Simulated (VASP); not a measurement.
OH2, 3 atoms in the cell. The cell holds a molecule in a box, 3 atoms: a = 12.000 Å, b = 12.500 Å, c = 13.000 Å, α = 90.00°, β = 90.00°, γ = 90.00°. 

| Property | Result |
| --- | --- |
| Program | VASP 6.6.1 |
| Task | single point |
| Functional | RPBE |
| Potentials or basis | VASP PAW PBE potentials, release 64 (O, H) |
| Cutoff | 520 eV |
| k mesh | 1 × 1 × 1 |
| Occupations | gaussian, width 0.01 eV |
| Spin | no spin polarisation |
| Dipole correction | no |
| Further INCAR settings | ALGO = Normal; EDIFF = 1e-06; NBANDS = 11; NELMDL = -8 |

Potentials or basis: VASP PAW PBE potentials, release 64 (O, H).

The run is started by

```sh
$ cat potpaw_PBE.64/O/POTCAR potpaw_PBE.64/H/POTCAR > POTCAR
$ mpirun -np 1 vasp_gam > vasp.out
```

Hardware: 1 thread of Intel(R) Xeon(R) 6975P-C (Granite Rapids) (shared host).

Estimate the wall time of this run.

Run time: 2.2 min on 1 thread of Intel(R) Xeon(R) 6975P-C (Granite Rapids) (shared host), peak memory 1.3 GiB. Counts: scf iterations 25, k points 1.
